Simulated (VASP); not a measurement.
# Tc (P6_3/mmc) in VASP: further runs

Tc is run at these levels: LDA; tasks: single point.

Program: VASP 6.6.1. These are calculated values, not measurements. Logs are shortened: lines on timing, memory, paths and dates and some standing lists are left out, and cuts for length are marked.

### Step 1. The cell of the first run

Symmetry: P6_3/mmc, No. 194, hexagonal system. Conventional cell: a = 2.614 Å, b = 2.614 Å, c = 4.195 Å, α = 90.00°, β = 90.00°, γ = 120.00°. Tc (site symmetry -6m2) has 12 Tc at 2.58 to 2.61 Å within 3.4 Å.

### Step 2. Single point, LDA

Contents of INCAR:

```
PREC = Accurate
ENCUT = 520
EDIFF = 1E-6
ISMEAR = 1
SIGMA = 0.05
LREAL = False
LASPH = True
NELM = 80
ALGO = Normal
ISIF = 2
LWAVE = False
LCHARG = False
NBANDS = 20
```

Contents of KPOINTS:

```
regular mesh
0
Gamma
  9 9 5
```

Contents of POSCAR:

```
Tc
1.0
    2.6141039968      0.0000000000      0.0000000000
   -1.3070519984      2.2638804694      0.0000000000
    0.0000000000      0.0000000000      4.1948731718
Tc
2
Direct
    0.3333333333      0.6666666667      0.2500000000
    0.6666666667      0.3333333333      0.7500000000
```

Potentials or basis: VASP PAW LDA potentials, release 64 (Tc_pv).

Command:

```console
$ cat potpaw_LDA.64/Tc_pv/POTCAR > POTCAR
$ mpirun -np 1 vasp_std > vasp.out
```

OUTCAR:

```text
PREC = Accurate
   ENCUT = 520
   EDIFF = 1E-6
   ISMEAR = 1
   LREAL = False
   LASPH = True
   NELM = 80
   ISIF = 2

 ion  position               nearest neighbor table
   1  0.333  0.667  0.250-   2 2.58   2 2.58   2 2.58   2 2.58   2 2.58   2 2.58
   2  0.667  0.333  0.750-   1 2.58   1 2.58   1 2.58   1 2.58   1 2.58   1 2.58

  LATTYP: Found a hexagonal cell.
 ALAT       =     2.6141039968
 C/A-ratio  =     1.6047078375

  Lattice vectors:

 A1 = (   2.6141039968,   0.0000000000,   0.0000000000)
 A2 = (  -1.3070519984,   2.2638804694,   0.0000000000)
 A3 = (   0.0000000000,   0.0000000000,   4.1948731718)

Analysis of symmetry for initial positions (statically):
=====================================================================
 Subroutine PRICEL returns:
 Original cell was already a primitive cell.

 Routine SETGRP: Setting up the symmetry group for a
 hexagonal supercell.

 Subroutine GETGRP returns: Found 24 space group operations
 (whereof 12 operations were pure point group operations)
 out of a pool of 24 trial point group operations.

The static configuration has the point symmetry D_3d.
 The point group associated with its full space group is D_6h.

Analysis of symmetry for dynamics (positions and initial velocities):
=====================================================================
 Subroutine PRICEL returns:
 Original cell was already a primitive cell.

 Routine SETGRP: Setting up the symmetry group for a
 hexagonal supercell.

 Subroutine GETGRP returns: Found 24 space group operations
 (whereof 12 operations were pure point group operations)
 out of a pool of 24 trial point group operations.

The dynamic configuration has the point symmetry D_3d.
 The point group associated with its full space group is D_6h.

 Subroutine INISYM returns: Found 24 space group operations
 (whereof 12 operations are pure point group operations),
 and found     1 'primitive' translations

----------------------------------------------------------------------------------------

                                     Primitive cell

  volume of cell :      24.8253

  direct lattice vectors                    reciprocal lattice vectors
     2.614103997  0.000000000  0.000000000     0.382540251  0.220859717  0.000000000
    -1.307051998  2.263880469  0.000000000     0.000000000  0.441719434  0.000000000
     0.000000000  0.000000000  4.194873172     0.000000000  0.000000000  0.238386230

  length of vectors
     2.614103997  2.614103997  4.194873172     0.441719434  0.441719434  0.238386230

  position of ions in fractional coordinates (direct lattice)
     0.333333333  0.666666667  0.250000000
     0.666666667  0.333333333  0.750000000

  ion indices of the primitive-cell ions
   primitive index   ion index
                 1           1
                 2           2

----------------------------------------------------------------------------------------

 KPOINTS: regular mesh

Automatic generation of k-mesh.
 Grid dimensions read from file:
 generate k-points for:    9    9    5

 Generating k-lattice:

  Cartesian coordinates                     Fractional coordinates (reciprocal lattice)
     0.042504472  0.024539969  0.000000000     0.111111111  0.000000000  0.000000000
     0.000000000  0.049079937  0.000000000     0.000000000  0.111111111  0.000000000
     0.000000000  0.000000000  0.047677246     0.000000000  0.000000000  0.200000000

  Length of vectors
     0.049079937  0.049079937  0.047677246

  Shift w.r.t. Gamma in fractional coordinates (k-lattice)
     0.000000000  0.000000000  0.000000000

 Subroutine IBZKPT returns following result:
 ===========================================

 Found     36 irreducible k-points:

 Following reciprocal coordinates:
            Coordinates               Weight
  0.000000  0.000000  0.000000      1.000000
  0.111111 -0.000000  0.000000      6.000000
  0.222222 -0.000000  0.000000      6.000000
  0.333333 -0.000000  0.000000      6.000000
  0.444444 -0.000000  0.000000      6.000000
  0.111111  0.111111  0.000000      6.000000
[... 16 lines left out ...]
  0.333333  0.222222  0.200000     24.000000
  0.333333  0.333333  0.200000      4.000000
 [... further k-points ...]
   k-points           NKPTS =     36   k-points in BZ     NKDIM =     36   number of bands    NBANDS=     20
   number of dos      NEDOS =    301   number of ions     NIONS =      2
   total plane-waves  NPLWV =  12800
   dimension x,y,z NGX =    20 NGY =   20 NGZ =   32
   dimension x,y,z NGXF=    40 NGYF=   40 NGZF=   64
   ions per type =               2
   NGX,Y,Z   is equivalent  to a cutoff of  12.72, 12.72, 12.68 a.u.
   NGXF,Y,Z  is equivalent  to a cutoff of  25.44, 25.44, 25.36 a.u.
 SYSTEM =  unknown system
   PREC   = accura    normal or accurate (medium, high low for compatibility)
   ISTART =      0    job   : 0-new  1-cont  2-samecut
   ICHARG =      2    charge: 1-file 2-atom 10-const
   ISPIN  =      1    spin polarized calculation?
   LNONCOLLINEAR =      F non collinear calculations
   LSORBIT =      F    spin-orbit coupling
   LASPH  =      T    aspherical Exc in radial PAW
   ENCUT  =  520.0 eV  38.22 Ry    6.18 a.u.   4.86  4.86  7.80*2*pi/ulx,y,z
   NELM   =     80;   NELMIN=  2; NELMDL= -5     # of ELM steps
   EDIFF  = 0.1E-05   stopping-criterion for ELM
   LREAL  =      F    real-space projection
   EDIFFG = 0.1E-04   stopping-criterion for IOM
   NSW    =      0    number of steps for IOM
   IBRION =     -1    ionic relax: 0-MD 1-quasi-New 2-CG
   NFREE  =      0    steps in history (QN), initial steepest desc. (CG)
   ISIF   =      2    stress and relaxation
   ISYM   =      2    0-nonsym 1-usesym 2-fastsym
   POTIM  = 0.5000    time-step for ionic-motion
   TEBEG  =    0.0;   TEEND  =   0.0 temperature during run
   PSTRESS=    0.0 pullay stress
   NELECT =      26.0000    total number of electrons
   NUPDOWN=      -1.0000    fix difference up-down
   EMIN   =  10.00;   EMAX   =-10.00  energy-range for DOS
   EFERMI =   0.00;   METHOD = LEGACY
   ISMEAR =     1;   SIGMA  =   0.05  broadening in eV -4-tet -1-fermi 0-gaus
   EFERMI_NEDOS =   21; number of points for ismear=-14 and -15
   IALGO  =     38    algorithm
   IMIX   =      4    mixing-type and parameters
     AMIX     =   0.40;   BMIX     =  1.00
     AMIX_MAG =   1.60;   BMIX_MAG =  1.00
  volume/ion in A,a.u.               =      12.41        83.76
  Fermi-wavevector in a.u.,A,eV,Ry     =   1.662523  3.141712 37.606249  2.763981
  Thomas-Fermi vector in A             =   2.749398
   LORBIT       =      0    0 simple, 1 ext, 2 COOP (PROOUT), +10 PAW based schemes
   GGA     = CA    functional components
   LHFCALC =     F    Hartree Fock is set to
   AEXX    =    0.0000 exact exchange contribution
   IVDW    =     0    specifies the selected vdW correction
   LEPSILON=     F    determine dielectric tensor
   LRPA    =     F    only Hartree local field effects (RPA)
 non-spin polarized calculation
 Methfessel and Paxton  Order N= 1 SIGMA  =   0.05
  energy-cutoff  :      520.00
  volume of cell :       24.83
 maximum number of plane-waves:       699
 NGX is ok and might be reduce to    20
   NGX =  9   NGY =  9   NGZ = 15

 number of electron      25.9999995 magnetization

 Free energy of the ion-electron system (eV)
  ---------------------------------------------------
  ext. energy  EPLUGINS =         0.00000000
  ---------------------------------------------------
  free energy    TOTEN  =       -23.10134464 eV

  energy without entropy =      -23.10170193  energy(sigma->0) =      -23.10146374

 E-fermi :  15.2876     XC(G=0): -14.8697

 val. band max:       15.2743982828   @ k =   0.3333  -0.0000   0.2000
 cond. band min:      15.3262462635   @ k =   0.4444   0.1111   0.4000
 fundamental gap:      0.0518479807
 Fermi energy:        15.2876389265

 k-point     1 :       0.0000    0.0000    0.0000
  band No.  band energies     occupation
      1     -24.6655      2.00000
      2     -22.8655      2.00000
      3     -22.8655      2.00000
      4     -22.5780      2.00000
      5     -22.5780      2.00000
      6     -22.5546      2.00000
[... 12 lines left out ...]
     19      28.1432      0.00000
     20      29.4641      0.00000

 k-point     2 :       0.1111   -0.0000    0.0000
  band No.  band energies     occupation
      1     -24.5875      2.00000
      2     -23.0482      2.00000
      3     -22.9237      2.00000
      4     -22.7649      2.00000
      5     -22.6020      2.00000
      6     -22.5877      2.00000
[... 12 lines left out ...]
     19      28.1283      0.00000
     20      30.6112      0.00000

 k-point     3 :       0.2222   -0.0000    0.0000
  band No.  band energies     occupation
      1     -24.3716      2.00000
      2     -23.5057      2.00000
      3     -23.2144      2.00000
      4     -23.0627      2.00000
      5     -22.6893      2.00000
      6     -22.6692      2.00000
[... 12 lines left out ...]
     19      27.7371      0.00000
     20      32.1273      0.00000

 k-point     4 :       0.3333   -0.0000    0.0000
  band No.  band energies     occupation
      1     -24.0729      2.00000
      2     -24.0151      2.00000
      3     -23.6907      2.00000
      4     -23.2107      2.00000
      5     -22.8568      2.00000
      6     -22.7517      2.00000
[... 12 lines left out ...]
     19      27.1088      0.00000
     20      29.4108      0.00000

 k-point     5 :       0.4444   -0.0000    0.0000
  band No.  band energies     occupation
      1     -24.3398      2.00000
      2     -23.9860      2.00000
      3     -23.8034      2.00000
      4     -23.3031      2.00000
      5     -23.0396      2.00000
      6     -22.8075      2.00000
[... 12 lines left out ...]
     19      28.1001      0.00000
     20      28.9765      0.00000
[... 353 lines left out ...]
      6     -22.9273      2.00000
[... 12 lines left out ...]
     19      28.3712      0.00000
     20      29.3807      0.00000

 k-point    22 :       0.2222    0.2222    0.2000
  band No.  band energies     occupation
      1     -24.1615      2.00000
      2     -24.0178      2.00000
      3     -23.5302      2.00000
      4     -23.4206      2.00000
      5     -23.0767      2.00000
      6     -22.8805      2.00000
[... 12 lines left out ...]
     19      28.8025      0.00000
     20      29.6130      0.00000

 k-point    23 :       0.3333    0.2222    0.2000
  band No.  band energies     occupation
      1     -24.2372      2.00000
      2     -24.0516      2.00000
      3     -23.7060      2.00000
      4     -23.3795      2.00000
      5     -23.2446      2.00000
      6     -23.0039      2.00000
[... 12 lines left out ...]
     19      27.6344      0.00000
     20      28.7507      0.00000

 k-point    24 :       0.3333    0.3333    0.2000
  band No.  band energies     occupation
      1     -24.0285      2.00000
      2     -23.9915      2.00000
      3     -23.9915      2.00000
      4     -23.4889      2.00000
      5     -23.1613      2.00000
      6     -23.1613      2.00000
[... 12 lines left out ...]
     19      25.7523      0.00000
     20      30.8091      0.00000

 [... further k-points ...]
[... 5 lines left out ...]
  --------------------------------------------------------------------------------------
  -------------------------------------------------------------------------------------
  Total        7.0165475      7.0165475      7.0521307      0.0000000      0.0000000     -0.0000000
  in kB      452.8338314    452.8338314    455.1302956      0.0000000      0.0000000     -0.0000000
  external PRESSURE =     453.5993195 kB  Pullay stress =       0.0000000 kB

 VOLUME and BASIS-vectors are now :
 -----------------------------------------------------------------------------
  energy-cutoff  :      520.00
  volume of cell :       24.83
      direct lattice vectors                 reciprocal lattice vectors
     2.614103997  0.000000000  0.000000000     0.382540251  0.220859717  0.000000000
    -1.307051998  2.263880469  0.000000000     0.000000000  0.441719434  0.000000000
     0.000000000  0.000000000  4.194873172     0.000000000  0.000000000  0.238386230

 POSITION                                       TOTAL-FORCE (eV/Angst)
 -----------------------------------------------------------------------------------
     -0.00000      1.50925      1.04872        -0.000000      0.000000      0.000000
      1.30705      0.75463      3.14615         0.000000      0.000000      0.000000
 -----------------------------------------------------------------------------------
    total drift:                                0.000000     -0.000000      0.000000

  FREE ENERGIE OF THE ION-ELECTRON SYSTEM (eV)
  ---------------------------------------------------
  free  energy   TOTEN  =       -23.1013446389 eV

  energy  without entropy=      -23.1017019298  energy(sigma->0) =      -23.10146374
```

It took 5.2 s on 1 thread of Intel Xeon 6975P-C (Granite Rapids), shared host; peak memory 0.13 GiB.

Results:

```
Free energy            : -23.1013 eV
Pressure               : 45.4 GPa
Band gap on the k mesh : zero (band 13 reaches 16.46 eV, above the bottom of band 14 at 13.79 eV)
```

Stress tensor (GPa, compression positive):
```
45.28  0.00  0.00
 0.00 45.28  0.00
 0.00  0.00 45.51
```

### Step 3. Single point, LDA

This run uses another cell than the first one, of 12.80 Å³/atom, 1.031 times its volume.

Contents of INCAR:

```
SYSTEM = Tc
PREC = Accurate ; ENCUT = 520
EDIFF = 1E-6 ; ISMEAR = 1
SIGMA = 0.05 ; LREAL = .False.
LASPH = .True. ; NELM = 100
ALGO = Normal ; ISIF = 2
LWAVE = .False. ; LCHARG = .False.
GGA = CA ; NBANDS = 20
```

Contents of KPOINTS:

```
regular mesh
0
Gamma
  9 9 5
  0 0 0
```

Contents of POSCAR:

```
Tc
1.0
    2.6393040250      0.0000000000      0.0000000000
   -1.3196520125      2.2857043339      0.0000000000
    0.0000000000      0.0000000000      4.2422752604
Tc
2
Direct
    0.3333333333      0.6666666667      0.2500000000
    0.6666666667      0.3333333333      0.7500000000
```

Potentials or basis: VASP PAW LDA potentials, release 64 (Tc_pv).

Command:

```console
$ cat potpaw_LDA.64/Tc_pv/POTCAR > POTCAR
$ mpirun -np 1 vasp_std > vasp.out
```

It took 5.2 s on 1 thread of Intel Xeon 6975P-C (Granite Rapids), shared host; peak memory 0.13 GiB.

The run converged. Its results:

- Free energy: -23.2826 eV
- Pressure: 30.2 GPa
- Band gap on the k mesh: zero (band 13 reaches 15.77 eV, above the bottom of band 14 at 13.17 eV)

Stress tensor (GPa, compression positive):
```
30.31  0.00  0.00
 0.00 30.31  0.00
 0.00  0.00 30.00
```

Levels at points of the mesh, in eV from the Fermi level:
```tsv
k point	band 10	band 11	band 12	band 13	band 14	band 15	band 16	band 17
(0.00, 0.00, 0.00)	-2.01	-1.97	-1.16	-1.16	-0.32	-0.32	1.92	2.79
```
